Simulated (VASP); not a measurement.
# NaCl (Pm-3m) in VASP: single point with PBE0

Aim: the single point of NaCl with PBE0.

Program: VASP 6.6.1. These are calculated values, not measurements. Logs are shortened: lines on timing, memory, paths and dates and some standing lists are left out, and cuts for length are marked.

**1. The cell of the first run**

The structure is cubic, space group Pm-3m (No. 221). The conventional cell has a = 3.502 Å, b = 3.502 Å, c = 3.502 Å, α = 90.00°, β = 90.00°, γ = 90.00°. Cl (site symmetry m-3m) has 8 Na at 3.03 Å and 6 Cl at 3.50 Å within 4.0 Å. Na (site symmetry m-3m) has 8 Cl at 3.03 Å and 6 Na at 3.50 Å within 4.0 Å.

**2. Single point, PBE0**

Input file POSCAR:

```
NaCl
1.0
    3.5021900000      0.0000000000      0.0000000000
    0.0000000000      3.5021900000      0.0000000000
    0.0000000000      0.0000000000      3.5021900000
Cl Na
1 1
Direct
    0.5000000000      0.5000000000      0.5000000000
    0.0000000000      0.0000000000      0.0000000000
```

Input file INCAR.step1:

```
SYSTEM = NaCl
  PREC = Accurate
  ENCUT = 520
  EDIFF = 1E-5
  ISMEAR = -1
  SIGMA = 0.05
  LREAL = .False.
  LASPH = .True.
  NELM = 80
  ALGO = Normal
  ISIF = 2
  LWAVE = .True.
  LCHARG = .False.
  NBANDS = 14
  GGA = PE
```

Input file INCAR.step2:

```
SYSTEM = NaCl
  PREC = Accurate
  ENCUT = 520
  EDIFF = 1E-6
  ISMEAR = -1
  SIGMA = 0.05
  LREAL = .False.
  LASPH = .True.
  NELM = 80
  ALGO = Normal
  ISIF = 2
  LWAVE = .False.
  LCHARG = .False.
  GGA = PE
  LHFCALC = .True.
  AEXX = 0.25
  PRECFOCK = Normal
  NBANDS = 14
  ISTART = 1
```

Input file KPOINTS:

```
regular mesh
0
Gamma
  4 4 4
  0 0 0
```

Potentials or basis: VASP PAW PBE potentials, release 64 (Cl, Na_pv).

Started as:

```console
$ cat potpaw_PBE.64/Cl/POTCAR potpaw_PBE.64/Na_pv/POTCAR > POTCAR
$ cp INCAR.step1 INCAR
$ mpirun -np 1 vasp_std > vasp.out
$ cp INCAR.step2 INCAR
$ mpirun -np 1 vasp_std > vasp.out
```

OUTCAR:

```text
SYSTEM = NaCl
   PREC = Accurate
   ENCUT = 520
   EDIFF = 1E-6
   ISMEAR = -1
   LREAL = .False.
   LASPH = .True.
   NELM = 80
   ISIF = 2
   GGA = PE
   LHFCALC = .True.
   AEXX = 0.25
   PRECFOCK = Normal
   ISTART = 1

 ion  position               nearest neighbor table
   1  0.500  0.500  0.500-
   2  0.000  0.000  0.000-

  LATTYP: Found a simple cubic cell.
 ALAT       =     3.5021900000

  Lattice vectors:

 A1 = (   3.5021900000,   0.0000000000,   0.0000000000)
 A2 = (   0.0000000000,   3.5021900000,   0.0000000000)
 A3 = (   0.0000000000,   0.0000000000,   3.5021900000)

Analysis of symmetry for initial positions (statically):
=====================================================================
 Subroutine PRICEL returns:
 Original cell was already a primitive cell.

 Routine SETGRP: Setting up the symmetry group for a
 simple cubic supercell.

 Subroutine GETGRP returns: Found 48 space group operations
 (whereof 48 operations were pure point group operations)
 out of a pool of 48 trial point group operations.

The static configuration has the point symmetry O_h .

Analysis of symmetry for dynamics (positions and initial velocities):
=====================================================================
 Subroutine PRICEL returns:
 Original cell was already a primitive cell.

 Routine SETGRP: Setting up the symmetry group for a
 simple cubic supercell.

 Subroutine GETGRP returns: Found 48 space group operations
 (whereof 48 operations were pure point group operations)
 out of a pool of 48 trial point group operations.

The dynamic configuration has the point symmetry O_h .

 Subroutine INISYM returns: Found 48 space group operations
 (whereof 48 operations are pure point group operations),
 and found     1 'primitive' translations

----------------------------------------------------------------------------------------

                                     Primitive cell

  volume of cell :      42.9555

  direct lattice vectors                    reciprocal lattice vectors
     3.502190000  0.000000000  0.000000000     0.285535622  0.000000000  0.000000000
     0.000000000  3.502190000  0.000000000     0.000000000  0.285535622  0.000000000
     0.000000000  0.000000000  3.502190000     0.000000000  0.000000000  0.285535622

  length of vectors
     3.502190000  3.502190000  3.502190000     0.285535622  0.285535622  0.285535622

  position of ions in fractional coordinates (direct lattice)
     0.500000000  0.500000000  0.500000000
     0.000000000  0.000000000  0.000000000

  ion indices of the primitive-cell ions
   primitive index   ion index
                 1           1
                 2           2

----------------------------------------------------------------------------------------

 KPOINTS: regular mesh

Automatic generation of k-mesh.
 Grid dimensions read from file:
 generate k-points for:    4    4    4

 Generating k-lattice:

  Cartesian coordinates                     Fractional coordinates (reciprocal lattice)
     0.071383905  0.000000000  0.000000000     0.250000000  0.000000000  0.000000000
     0.000000000  0.071383905  0.000000000     0.000000000  0.250000000  0.000000000
     0.000000000  0.000000000  0.071383905     0.000000000  0.000000000  0.250000000

  Length of vectors
     0.071383905  0.071383905  0.071383905

  Shift w.r.t. Gamma in fractional coordinates (k-lattice)
     0.000000000  0.000000000  0.000000000

 Subroutine IBZKPT returns following result:
 ===========================================

 Found     10 irreducible k-points:

 Following reciprocal coordinates:
            Coordinates               Weight
  0.000000  0.000000  0.000000      1.000000
  0.250000  0.000000  0.000000      6.000000
  0.500000  0.000000  0.000000      3.000000
  0.250000  0.250000  0.000000     12.000000
  0.500000  0.250000  0.000000     12.000000
  0.500000  0.500000  0.000000      3.000000
  0.250000  0.250000  0.250000      8.000000
  0.500000  0.250000  0.250000     12.000000
  0.500000  0.500000  0.250000      6.000000
  0.500000  0.500000  0.500000      1.000000
   k-points           NKPTS =     10   k-points in BZ     NKDIM =     64   number of bands    NBANDS=     14
   number of dos      NEDOS =    301   number of ions     NIONS =      2
   total plane-waves  NPLWV =  21952
   dimension x,y,z NGX =    28 NGY =   28 NGZ =   28
   dimension x,y,z NGXF=    56 NGYF=   56 NGZF=   56
   ions per type =               1   1
   NGX,Y,Z   is equivalent  to a cutoff of  13.29, 13.29, 13.29 a.u.
   NGXF,Y,Z  is equivalent  to a cutoff of  26.58, 26.58, 26.58 a.u.
 SYSTEM =  NaCl
   PREC   = accura    normal or accurate (medium, high low for compatibility)
   ISTART =      1    job   : 0-new  1-cont  2-samecut
   ICHARG =      0    charge: 1-file 2-atom 10-const
   ISPIN  =      1    spin polarized calculation?
   LNONCOLLINEAR =      F non collinear calculations
   LSORBIT =      F    spin-orbit coupling
   LASPH  =      T    aspherical Exc in radial PAW
   ENCUT  =  520.0 eV  38.22 Ry    6.18 a.u.   6.51  6.51  6.51*2*pi/ulx,y,z
   NELM   =     80;   NELMIN=  2; NELMDL=  0     # of ELM steps
   EDIFF  = 0.1E-05   stopping-criterion for ELM
   LREAL  =      F    real-space projection
   EDIFFG = 0.1E-04   stopping-criterion for IOM
   NSW    =      0    number of steps for IOM
   IBRION =     -1    ionic relax: 0-MD 1-quasi-New 2-CG
   NFREE  =      0    steps in history (QN), initial steepest desc. (CG)
   ISIF   =      2    stress and relaxation
   ISYM   =      3    0-nonsym 1-usesym 2-fastsym
   POTIM  = 0.5000    time-step for ionic-motion
   TEBEG  =    0.0;   TEEND  =   0.0 temperature during run
   PSTRESS=    0.0 pullay stress
   NELECT =      14.0000    total number of electrons
   NUPDOWN=      -1.0000    fix difference up-down
   EMIN   =  10.00;   EMAX   =-10.00  energy-range for DOS
   EFERMI =   0.00;   METHOD = LEGACY
   ISMEAR =    -1;   SIGMA  =   0.05  broadening in eV -4-tet -1-fermi 0-gaus
   EFERMI_NEDOS =   21; number of points for ismear=-14 and -15
   IALGO  =     38    algorithm
   IMIX   =      1    mixing-type and parameters
     AMIX     =   0.40;   BMIX     =  1.00
     AMIX_MAG =   1.60;   BMIX_MAG =  1.00
  volume/ion in A,a.u.               =      21.48       144.94
  Fermi-wavevector in a.u.,A,eV,Ry     =   1.126621  2.129005 17.269530  1.269275
  Thomas-Fermi vector in A             =   2.263304
   LORBIT       =      0    0 simple, 1 ext, 2 COOP (PROOUT), +10 PAW based schemes
   GGA     = PE    functional components
   LHFCALC =     T    Hartree Fock is set to
   PRECFOCK=normal    Normal, Fast or Accurate (Low or Medium for compatibility)
   ENCUT4O =  -1.0   cutoff for four orbital integrals eV
   NKREDX  =     1    reduce k-point grid by
   NKREDY  =     1    reduce k-point grid by
   NKREDZ  =     1    reduce k-point grid by
   AEXX    =    0.2500 exact exchange contribution
   HFSCREEN=    0.0000 screening length (either q_TF or 0.3 A-1)
   HFSCREENC=   0.0000 screening length for correlation (either q_TF or 0.3 A-1)
   ENCUTFOCK=  -1.0 apply spherical cutoff to Coloumb kernel
   IVDW    =     0    specifies the selected vdW correction
   LEPSILON=     F    determine dielectric tensor
   LRPA    =     F    only Hartree local field effects (RPA)
 non-spin polarized calculation
  energy-cutoff  :      520.00
  volume of cell :       42.96
 maximum number of plane-waves:      1189
 NGX is ok and might be reduce to    28
  NGX = 20; NGY = 20; NGZ = 20

 number of electron      13.9999982 magnetization

 Free energy of the ion-electron system (eV)
  ---------------------------------------------------
  ext. energy  EPLUGINS =         0.00000000
  ---------------------------------------------------
  free energy    TOTEN  =        -8.09233992 eV

  energy without entropy =       -8.09233992  energy(sigma->0) =       -8.09233992

 E-fermi :   0.1561     XC(G=0):  -6.6314

 val. band max:       -0.9079087043   @ k =   0.5000   0.5000   0.0000
 cond. band min:       5.1243073883   @ k =   0.0000   0.0000   0.0000
 fundamental gap:      6.0322160926
 Fermi energy:         0.1560546919

 k-point     1 :       0.0000    0.0000    0.0000
  band No.  band energies     occupation
      1     -25.1473      2.00000
      2     -25.1473      2.00000
      3     -25.1473      2.00000
      4     -15.5636      2.00000
      5      -1.4417      2.00000
      6      -1.4417      2.00000
      7      -1.4417      2.00000
      8       5.1243      0.00000
      9       9.7743      0.00000
     10       9.7743      0.00000
     11      17.2697      0.00000
     12      17.2697      0.00000
     13      17.2698      0.00000
     14      17.5874      0.00000

 k-point     2 :       0.2500    0.0000    0.0000
  band No.  band energies     occupation
      1     -25.1664      2.00000
      2     -25.1455      2.00000
      3     -25.1455      2.00000
      4     -15.3781      2.00000
      5      -2.9445      2.00000
      6      -1.3172      2.00000
      7      -1.3172      2.00000
      8       6.5162      0.00000
      9      10.4777      0.00000
     10      10.6779      0.00000
     11      14.5185      0.00000
     12      14.5185      0.00000
     13      16.6419      0.00000
     14      17.0473      0.00000

 k-point     3 :       0.5000    0.0000    0.0000
  band No.  band energies     occupation
      1     -25.1854      2.00000
      2     -25.1437      2.00000
      3     -25.1437      2.00000
      4     -15.1778      2.00000
      5      -4.0712      2.00000
      6      -1.1863      2.00000
      7      -1.1863      2.00000
      8       8.1192      0.00000
      9       9.9571      0.00000
     10      11.8276      0.00000
     11      13.2630      0.00000
     12      13.2630      0.00000
     13      14.2438      0.00000
     14      18.6905      0.00000
[... 86 lines left out ...]
 k-point     9 :       0.5000    0.5000    0.2500
  band No.  band energies     occupation
      1     -25.1743      2.00000
      2     -25.1743      2.00000
      3     -25.1561      2.00000
      4     -14.7424      2.00000
      5      -3.1501      2.00000
      6      -3.1501      2.00000
      7      -2.0061      2.00000
      8       7.3400      0.00000
      9       9.6952      0.00000
     10       9.6952      0.00000
     11      13.8013      0.00000
     12      15.3873      0.00000
     13      16.5341      0.00000
     14      16.5341      0.00000

 k-point    10 :       0.5000    0.5000    0.5000
  band No.  band energies     occupation
      1     -25.1714      2.00000
      2     -25.1714      2.00000
      3     -25.1714      2.00000
      4     -14.5900      2.00000
      5      -2.9148      2.00000
      6      -2.9148      2.00000
      7      -2.9148      2.00000
      8       8.2817      0.00000
      9       8.2817      0.00000
     10       8.2817      0.00000
     11      13.1474      0.00000
     12      17.5200      0.00000
     13      17.5200      0.00000
     14      17.5200      0.00000

------------------------ aborting loop because EDIFF is reached ----------------------------------------

  FORCE on cell =-STRESS in cart. coord.  units (eV):
  Direction    XX          YY          ZZ          XY          YZ          ZX
  --------------------------------------------------------------------------------------
  -------------------------------------------------------------------------------------
  Total       -0.1409778     -0.1409778     -0.1409778      0.0000000      0.0000000     -0.0000000
  in kB       -5.2582623     -5.2582623     -5.2582623      0.0000000      0.0000000     -0.0000000
  external PRESSURE =      -5.2582623 kB  Pullay stress =       0.0000000 kB

 VOLUME and BASIS-vectors are now :
 -----------------------------------------------------------------------------
  energy-cutoff  :      520.00
  volume of cell :       42.96
      direct lattice vectors                 reciprocal lattice vectors
     3.502190000  0.000000000  0.000000000     0.285535622  0.000000000  0.000000000
     0.000000000  3.502190000  0.000000000     0.000000000  0.285535622  0.000000000
     0.000000000  0.000000000  3.502190000     0.000000000  0.000000000  0.285535622

 POSITION                                       TOTAL-FORCE (eV/Angst)
 -----------------------------------------------------------------------------------
      1.75110      1.75110      1.75110         0.000000      0.000000      0.000000
      0.00000      0.00000      0.00000         0.000000      0.000000      0.000000
 -----------------------------------------------------------------------------------
    total drift:                                0.000000     -0.000000      0.000001

  FREE ENERGIE OF THE ION-ELECTRON SYSTEM (eV)
  ---------------------------------------------------
  free  energy   TOTEN  =        -8.0923399241 eV

  energy  without entropy=       -8.0923399240  energy(sigma->0) =       -8.09233992
```

It took 86 s on 1 thread of AMD EPYC 9R14 (Zen 4), shared host; peak memory 0.12 GiB.

What came out:

```yaml
Free_energy: -8.0923 eV
Pressure: -0.5 GPa
Band_gap_on_the_k_mesh: 6.03 eV (least direct gap 6.57 eV)
```

Caveat: the k points lie up to 0.45 Å⁻¹ apart; the PAW data sets were made with another functional, which shifts forces and pressure a little. A k mesh can miss the band edges.
